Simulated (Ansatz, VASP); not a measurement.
**One calculation of CaSe, two programs**

```
CELL_PARAMETERS angstrom
0.00000 3.29513 3.29513
3.29513 0.00000 3.29513
3.29513 3.29513 0.00000
ATOMIC_POSITIONS crystal
Ca 0.00000 0.00000 0.00000
Se 0.25000 0.25000 0.25000
```

Alike in both runs: task single point; functional r2SCAN; k mesh 6 × 6 × 6; occupations gaussian, width 0.05 eV; no spin polarisation.

|  | VASP | Ansatz |
| --- | --- | --- |
| version | VASP 6.6.1 | Ansatz 0.2.0 |
| potentials or method | VASP PAW PBE potentials, release 64 (Ca_sv, Se), cutoff 520 eV | scalar-relativistic, plane waves, PAW |
| valence electrons in the cell | 16 | 26 |

|  | VASP | Ansatz | Ansatz less VASP |
| --- | --- | --- | --- |
| gap on the k mesh at the Fermi level (eV) | 3.64 | 3.65 | +0.012 |
| least direct gap on the mesh (eV) | 3.73 | 3.74 | +0.011 |
| pressure (GPa) | -0.3 | -0.5 | -0.17 |

VASP's potentials were made for PBE, not for r2SCAN. VASP's potentials hold 16 valence electrons a cell and Ansatz's 26, so a difference there can come from the potentials and not from the codes.
